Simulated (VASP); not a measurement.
# Mg (Fm-3m) in VASP: notebook

Runs on Mg. Level: LDA. Tasks: relaxation of cell and atoms.

Everything below comes from runs of VASP 6.6.1. Logs are shortened: lines on timing, memory, paths and dates and some standing lists are left out, and cuts for length are marked.

### 1 The cell of the first run

Symmetry: Fm-3m, No. 225, cubic system. The conventional cell has a = 4.489 Å, b = 4.489 Å, c = 4.489 Å, α = 90.00°, β = 90.00°, γ = 90.00°. Mg (site symmetry m-3m) has 12 Mg at 3.17 Å within 4.2 Å.

### 2 Relaxation of cell and atoms, LDA

INCAR reads:

```
PREC = Accurate
ENCUT = 600
EDIFF = 1E-6
ISMEAR = -1
SIGMA = 0.05
LREAL = False
LASPH = True
NELM = 60
ALGO = Normal
ISIF = 3
LWAVE = False
LCHARG = False
GGA = CA
IBRION = 2
NSW = 80
EDIFFG = -0.02
```

KPOINTS reads:

```
regular mesh
0
Gamma
  10 10 10
```

POSCAR reads:

```
Mg
1.0
    0.0000000000      2.2442560000      2.2442560000
    2.2442560000      0.0000000000      2.2442560000
    2.2442560000      2.2442560000      0.0000000000
Mg
1
Direct
    0.0000000000      0.0000000000      0.0000000000
```

Potentials or basis: VASP PAW LDA potentials, release 64 (Mg).

The run is started by

```console
cat potpaw_LDA.64/Mg/POTCAR > POTCAR
mpirun -np 1 vasp_std > vasp.out
```

OUTCAR:

```text
PREC = Accurate
   ENCUT = 600
   EDIFF = 1E-6
   ISMEAR = -1
   LREAL = False
   LASPH = True
   NELM = 60
   ISIF = 3
   GGA = CA
   IBRION = 2
   NSW = 80
   EDIFFG = -0.02

 ion  position               nearest neighbor table
   1  0.000  0.000  0.000-

  LATTYP: Found a face centered cubic cell.
 ALAT       =     4.4885120000

  Lattice vectors:

 A1 = (   0.0000000000,   2.2442560000,   2.2442560000)
 A2 = (   2.2442560000,   0.0000000000,   2.2442560000)
 A3 = (   2.2442560000,   2.2442560000,   0.0000000000)

Analysis of symmetry for initial positions (statically):
=====================================================================
 Subroutine PRICEL returns:
 Original cell was already a primitive cell.

 Routine SETGRP: Setting up the symmetry group for a
 face centered cubic supercell.

 Subroutine GETGRP returns: Found 48 space group operations
 (whereof 48 operations were pure point group operations)
 out of a pool of 48 trial point group operations.

The static configuration has the point symmetry O_h .

Analysis of symmetry for dynamics (positions and initial velocities):
=====================================================================
 Subroutine PRICEL returns:
 Original cell was already a primitive cell.

 Routine SETGRP: Setting up the symmetry group for a
 face centered cubic supercell.

 Subroutine GETGRP returns: Found 48 space group operations
 (whereof 48 operations were pure point group operations)
 out of a pool of 48 trial point group operations.

The dynamic configuration has the point symmetry O_h .

 Subroutine INISYM returns: Found 48 space group operations
 (whereof 48 operations are pure point group operations),
 and found     1 'primitive' translations

----------------------------------------------------------------------------------------

                                     Primitive cell

  volume of cell :      22.6072

  direct lattice vectors                    reciprocal lattice vectors
     0.000000000  2.244256000  2.244256000    -0.222790983  0.222790983  0.222790983
     2.244256000  0.000000000  2.244256000     0.222790983 -0.222790983  0.222790983
     2.244256000  2.244256000  0.000000000     0.222790983  0.222790983 -0.222790983

  length of vectors
     3.173857273  3.173857273  3.173857273     0.385885302  0.385885302  0.385885302

  position of ions in fractional coordinates (direct lattice)
     0.000000000  0.000000000  0.000000000

  ion indices of the primitive-cell ions
   primitive index   ion index
                 1           1

----------------------------------------------------------------------------------------

 KPOINTS: regular mesh

Automatic generation of k-mesh.
 Grid dimensions read from file:
 generate k-points for:   10   10   10

 Generating k-lattice:

  Cartesian coordinates                     Fractional coordinates (reciprocal lattice)
    -0.022279098  0.022279098  0.022279098     0.100000000  0.000000000  0.000000000
     0.022279098 -0.022279098  0.022279098     0.000000000  0.100000000  0.000000000
     0.022279098  0.022279098 -0.022279098     0.000000000  0.000000000  0.100000000

  Length of vectors
     0.038588530  0.038588530  0.038588530

  Shift w.r.t. Gamma in fractional coordinates (k-lattice)
     0.000000000  0.000000000  0.000000000

 Subroutine IBZKPT returns following result:
 ===========================================

 Found     47 irreducible k-points:

 Following reciprocal coordinates:
            Coordinates               Weight
  0.000000  0.000000  0.000000      1.000000
  0.100000  0.000000  0.000000      8.000000
  0.200000  0.000000  0.000000      8.000000
  0.300000  0.000000  0.000000      8.000000
  0.400000  0.000000  0.000000      8.000000
  0.500000  0.000000  0.000000      4.000000
[... 16 lines left out ...]
  0.300000  0.300000  0.000000      6.000000
  0.400000  0.300000  0.000000     24.000000
 [... further k-points ...]
   k-points           NKPTS =     47   k-points in BZ     NKDIM =     47   number of bands    NBANDS=      5
   number of dos      NEDOS =    301   number of ions     NIONS =      1
   total plane-waves  NPLWV =  21952
   dimension x,y,z NGX =    28 NGY =   28 NGZ =   28
   dimension x,y,z NGXF=    56 NGYF=   56 NGZF=   56
   ions per type =               1
   NGX,Y,Z   is equivalent  to a cutoff of  14.67, 14.67, 14.67 a.u.
   NGXF,Y,Z  is equivalent  to a cutoff of  29.33, 29.33, 29.33 a.u.
 SYSTEM =  unknown system
   PREC   = accura    normal or accurate (medium, high low for compatibility)
   ISTART =      0    job   : 0-new  1-cont  2-samecut
   ICHARG =      2    charge: 1-file 2-atom 10-const
   ISPIN  =      1    spin polarized calculation?
   LNONCOLLINEAR =      F non collinear calculations
   LSORBIT =      F    spin-orbit coupling
   LASPH  =      T    aspherical Exc in radial PAW
   ENCUT  =  600.0 eV  44.10 Ry    6.64 a.u.   6.34  6.34  6.34*2*pi/ulx,y,z
   NELM   =     60;   NELMIN=  2; NELMDL= -5     # of ELM steps
   EDIFF  = 0.1E-05   stopping-criterion for ELM
   LREAL  =      F    real-space projection
   EDIFFG = -.2E-01   stopping-criterion for IOM
   NSW    =     80    number of steps for IOM
   IBRION =      2    ionic relax: 0-MD 1-quasi-New 2-CG
   NFREE  =      1    steps in history (QN), initial steepest desc. (CG)
   ISIF   =      3    stress and relaxation
   ISYM   =      2    0-nonsym 1-usesym 2-fastsym
   POTIM  = 0.5000    time-step for ionic-motion
   TEBEG  =    0.0;   TEEND  =   0.0 temperature during run
   PSTRESS=    0.0 pullay stress
   NELECT =       2.0000    total number of electrons
   NUPDOWN=      -1.0000    fix difference up-down
   EMIN   =  10.00;   EMAX   =-10.00  energy-range for DOS
   EFERMI =   0.00;   METHOD = LEGACY
   ISMEAR =    -1;   SIGMA  =   0.05  broadening in eV -4-tet -1-fermi 0-gaus
   EFERMI_NEDOS =   21; number of points for ismear=-14 and -15
   IALGO  =     38    algorithm
   IMIX   =      4    mixing-type and parameters
     AMIX     =   0.40;   BMIX     =  1.00
     AMIX_MAG =   1.60;   BMIX_MAG =  1.00
  volume/ion in A,a.u.               =      22.61       152.56
  Fermi-wavevector in a.u.,A,eV,Ry     =   0.729462  1.378483  7.239854  0.532114
  Thomas-Fermi vector in A             =   1.821189
   LORBIT       =      0    0 simple, 1 ext, 2 COOP (PROOUT), +10 PAW based schemes
   GGA     = CA    functional components
   LHFCALC =     F    Hartree Fock is set to
   AEXX    =    0.0000 exact exchange contribution
   IVDW    =     0    specifies the selected vdW correction
   LEPSILON=     F    determine dielectric tensor
   LRPA    =     F    only Hartree local field effects (RPA)
 conjugate gradient relaxation of ions
 non-spin polarized calculation
  energy-cutoff  :      600.00
  volume of cell :       22.61
 maximum number of plane-waves:       769
 NGX is ok and might be reduce to    28
   NGX = 13   NGY = 13   NGZ = 13

--------------------------------------- Ionic step        1  -------------------------------------------

 number of electron       2.0000000 magnetization

 Free energy of the ion-electron system (eV)
  ---------------------------------------------------
  ext. energy  EPLUGINS =         0.00000000
  ---------------------------------------------------
  free energy    TOTEN  =        -1.79390467 eV

  energy without entropy =       -1.78986665  energy(sigma->0) =       -1.79188566

------------------------ aborting loop because EDIFF is reached ----------------------------------------

  FORCE on cell =-STRESS in cart. coord.  units (eV):
  Direction    XX          YY          ZZ          XY          YZ          ZX
  --------------------------------------------------------------------------------------
  -------------------------------------------------------------------------------------
  Total       -0.2407232     -0.2407232     -0.2407232      0.0000000      0.0000000      0.0000000
  in kB      -17.0600927    -17.0600927    -17.0600927      0.0000000      0.0000000      0.0000000
  external PRESSURE =     -17.0600927 kB  Pullay stress =       0.0000000 kB

 VOLUME and BASIS-vectors are now :
 -----------------------------------------------------------------------------
  energy-cutoff  :      600.00
  volume of cell :       22.61
      direct lattice vectors                 reciprocal lattice vectors
     0.000000000  2.244256000  2.244256000    -0.222790983  0.222790983  0.222790983
     2.244256000  0.000000000  2.244256000     0.222790983 -0.222790983  0.222790983
     2.244256000  2.244256000  0.000000000     0.222790983  0.222790983 -0.222790983
[... 36 lines left out ...]
 POSITION                                       TOTAL-FORCE (eV/Angst)
 -----------------------------------------------------------------------------------
      0.00000      0.00000      0.00000        -0.000000      0.000000      0.000000
 -----------------------------------------------------------------------------------
    total drift:                                0.000000      0.000000     -0.000000

  FREE ENERGIE OF THE ION-ELECTRON SYSTEM (eV)
  ---------------------------------------------------
  free  energy   TOTEN  =        -1.7992280745 eV

  energy  without entropy=       -1.7953116556  energy(sigma->0) =       -1.79726987

--------------------------------------- Ionic step        3  -------------------------------------------

 number of electron       2.0000000 magnetization

 Free energy of the ion-electron system (eV)
  ---------------------------------------------------
  ext. energy  EPLUGINS =         0.00000000
  ---------------------------------------------------
  free energy    TOTEN  =        -1.79957377 eV

  energy without entropy =       -1.79567805  energy(sigma->0) =       -1.79762591

 E-fermi :   2.8593     XC(G=0):  -8.8807

 val. band max:        2.8277927036   @ k =  -0.4000   0.5000   0.1000
 cond. band min:       2.9492608829   @ k =  -0.3000   0.4000   0.1000
 fundamental gap:      0.1214681793
 Fermi energy:         2.8592858345

 k-point     1 :       0.0000    0.0000    0.0000
  band No.  band energies     occupation
      1      -4.3925      2.00000
      2      15.4677      0.00000
      3      15.4677      0.00000
      4      15.4677      0.00000
      5      17.6051      0.00000

 k-point     2 :       0.1000    0.0000    0.0000
  band No.  band energies     occupation
      1      -4.1612      2.00000
      2      12.8217      0.00000
      3      15.0522      0.00000
      4      15.0522      0.00000
      5      17.5101      0.00000

 k-point     3 :       0.2000    0.0000    0.0000
  band No.  band energies     occupation
      1      -3.4711      2.00000
      2       9.4775      0.00000
      3      14.5030      0.00000
      4      14.5030      0.00000
      5      17.0279      0.00000
[... 153 lines left out ...]
 k-point    23 :       0.3000    0.3000    0.0000
  band No.  band energies     occupation
      1      -1.6563      2.00000
      2       9.8284      0.00000
      3      10.2244      0.00000
      4      10.9931      0.00000
      5      10.9931      0.00000

 k-point    24 :       0.4000    0.3000    0.0000
  band No.  band energies     occupation
      1      -0.5423      2.00000
      2       7.7413      0.00000
      3       8.3151      0.00000
      4      10.6801      0.00000
      5      11.5013      0.00000

 [... further k-points ...]
[... 5 lines left out ...]
  --------------------------------------------------------------------------------------
  -------------------------------------------------------------------------------------
  Total       -0.0011379     -0.0011379     -0.0011379     -0.0000000     -0.0000000      0.0000000
  in kB       -0.0844526     -0.0844526     -0.0844526     -0.0000000     -0.0000000      0.0000000
  external PRESSURE =      -0.0844526 kB  Pullay stress =       0.0000000 kB

 VOLUME and BASIS-vectors are now :
 -----------------------------------------------------------------------------
  energy-cutoff  :      600.00
  volume of cell :       21.59
      direct lattice vectors                 reciprocal lattice vectors
     0.000000000  2.209984344  2.209984344    -0.226245947  0.226245947  0.226245947
     2.209984344  0.000000000  2.209984344     0.226245947 -0.226245947  0.226245947
     2.209984344  2.209984344  0.000000000     0.226245947  0.226245947 -0.226245947

 POSITION                                       TOTAL-FORCE (eV/Angst)
 -----------------------------------------------------------------------------------
      0.00000      0.00000      0.00000         0.000000      0.000000      0.000000
 -----------------------------------------------------------------------------------
    total drift:                                0.000000      0.000000     -0.000000

  FREE ENERGIE OF THE ION-ELECTRON SYSTEM (eV)
  ---------------------------------------------------
  free  energy   TOTEN  =        -1.7995737694 eV

  energy  without entropy=       -1.7956780464  energy(sigma->0) =       -1.79762591

 reached required accuracy - stopping structural energy minimisation
```

It took 7.8 s on 1 thread of Intel Xeon Platinum 8559C (Emerald Rapids), shared host; peak memory 0.14 GiB.

What came out:

```
Free energy                            : -1.7996 eV
Relaxed volume                         : 21.59 Å³/atom
Relaxed cell                           : a = 3.125 Å, b = 3.125 Å, c = 3.125 Å, α = 60.00°, β = 60.00°, γ = 60.00°
Space group after relaxing (to 0.05 Å) : Fm-3m (No. 225)
Energy gained by relaxing              : 5.7 meV/atom
Ionic steps                            : 3
Pressure after relaxing                : 0.0 GPa
Band gap on the k mesh                 : zero (band 1 reaches 3.65 eV, above the bottom of band 2 at 1.47 eV)
```

Step by step:
| step | energy change (eV) | largest force (eV/Å) | pressure (GPa) | volume (Å³) |
| --- | --- | --- | --- | --- |
| 1 | 0.0000 | 0.0000 | -1.71 | 22.61 |
| 2 | -0.0053 | 0.0000 | -0.45 | 21.83 |
| 3 | -0.0057 | 0.0000 | -0.01 | 21.59 |

Final structure:
```cif
data_structure
_symmetry_space_group_name_H-M 'P 1'
_symmetry_Int_Tables_number 1
_cell_length_a 3.1254
_cell_length_b 3.1254
_cell_length_c 3.1254
_cell_angle_alpha 60.000
_cell_angle_beta 60.000
_cell_angle_gamma 60.000
_cell_volume 21.59
loop_
_atom_site_label
_atom_site_type_symbol
_atom_site_fract_x
_atom_site_fract_y
_atom_site_fract_z
_atom_site_occupancy
Mg1 Mg 0.00000 0.00000 0.00000 1
```

### 3 Relaxation of cell and atoms, LDA, target pressure 2 GPa, at which the enthalpy is minimised

INCAR reads:

```
SYSTEM = Mg
PREC = Accurate
ENCUT = 600
EDIFF = 1E-7
ISMEAR = -1
SIGMA = 0.05
LREAL = .False.
LASPH = .True.
NELM = 60
ALGO = Normal
ISIF = 3
LWAVE = .False.
LCHARG = .False.
IBRION = 2
NSW = 80
EDIFFG = -0.02
PSTRESS = 20.0
```

KPOINTS reads:

```
Automatic mesh
0
Gamma
  10 10 10
  0 0 0
```

POSCAR is that of step 2.

Potentials or basis: VASP PAW LDA potentials, release 64 (Mg).

The run is started by

```console
cat potpaw_LDA.64/Mg/POTCAR > POTCAR
mpirun -np 1 vasp_std > vasp.out
```

Wall time 9 s (1 thread of Intel Xeon Platinum 8559C (Emerald Rapids), shared host); peak memory 0.14 GiB.

Results (log left out):

- Free energy: -1.7940 eV
- Relaxed volume: 20.64 Å³/atom
- Relaxed cell: a = 3.079 Å, b = 3.079 Å, c = 3.079 Å, α = 60.00°, β = 60.00°, γ = 60.00°
- Space group after relaxing (to 0.05 Å): Fm-3m (No. 225)
- Energy change on relaxing (the enthalpy is what falls): -0.1 meV/atom
- Ionic steps: 3
- Pressure after relaxing: 2.0 GPa
- Band gap on the k mesh: zero (band 1 reaches 3.91 eV, above the bottom of band 2 at 1.72 eV)

Final structure:
```yaml
crystal:
  lattice:
    - [0.00000, 2.17723, 2.17723]
    - [2.17723, 0.00000, 2.17723]
    - [2.17723, 2.17723, 0.00000]
  atoms:
    - { symbol: Mg, position: [0.00000, 0.00000, 0.00000] }
```

Levels at points of the mesh, in eV from the Fermi level:
```csv
k point,band 1,band 2,band 3,band 4,band 5
"(0.00, 0.00, 0.00)",-7.45,12.89,12.89,12.89,15.29
"(0.50, 0.00, 0.00)",-1.93,-1.39,11.74,11.74,12.93
"(0.50, 0.50, 0.00)",-0.32,0.78,6.24,7.38,7.38
```

Caveat: the cell is relaxed towards a set pressure, so the enthalpy falls and the energy may rise.

### 4 Relaxation of cell and atoms, LDA, target pressure 5 GPa, at which the enthalpy is minimised

INCAR reads:

```
PREC = Accurate ; ENCUT = 600
EDIFF = 1E-6 ; ISMEAR = -1
SIGMA = 0.05 ; LREAL = False
LASPH = True ; NELM = 100
ALGO = Normal ; ISIF = 3
LWAVE = False ; LCHARG = False
GGA = CA ; IBRION = 2
NSW = 80 ; EDIFFG = -0.02
PSTRESS = 50.0
```

KPOINTS reads:

```
regular mesh
0
Gamma
  10 10 10
```

POSCAR is that of step 3.

The run is started by

```console
cat potpaw_LDA.64/Mg/POTCAR > POTCAR
mpirun -np 1 vasp_std > vasp.out
```

Run time: 7.9 s. Hardware: 1 thread of Intel Xeon Platinum 8559C (Emerald Rapids), shared host; peak memory 0.14 GiB.

The run converged. Its results:

* Free energy: -1.7699 eV
* Relaxed volume: 19.51 Å³/atom
* Relaxed cell: a = 3.022 Å, b = 3.022 Å, c = 3.022 Å, α = 60.00°, β = 60.00°, γ = 60.00°
* Space group after relaxing (to 0.05 Å): Fm-3m (No. 225)
* Energy change on relaxing (the enthalpy is what falls): +24.0 meV/atom
* Ionic steps: 3
* Pressure after relaxing: 5.0 GPa
* Band gap on the k mesh: zero (band 1 reaches 4.25 eV, above the bottom of band 2 at 2.04 eV)

Step by step:
| step | energy change (eV) | largest force (eV/Å) | pressure (GPa) | volume (Å³) |
| --- | --- | --- | --- | --- |
| 1 | 0.0000 | 0.0000 | -1.71 | 22.61 |
| 2 | 0.0198 | 0.0000 | 4.57 | 19.65 |
| 3 | 0.0240 | 0.0000 | 4.98 | 19.51 |

Final structure:
```yaml
crystal:
  lattice:
    - [0.00000, 2.13675, 2.13675]
    - [2.13675, 0.00000, 2.13675]
    - [2.13675, 2.13675, 0.00000]
  atoms:
    - { symbol: Mg, position: [0.00000, 0.00000, 0.00000] }
```

Levels at points of the mesh, in eV from the Fermi level:
```csv
k point,band 1,band 2,band 3,band 4,band 5
"(0.00, 0.00, 0.00)",-7.71,13.25,13.25,13.25,16.00
"(0.50, 0.00, 0.00)",-2.02,-1.39,12.06,12.06,13.55
"(0.50, 0.50, 0.00)",-0.33,0.80,6.34,7.70,7.70
```

Caveat: the cell is relaxed towards a set pressure, so the enthalpy falls and the energy may rise.

(Part 1 of 2 ends here.)
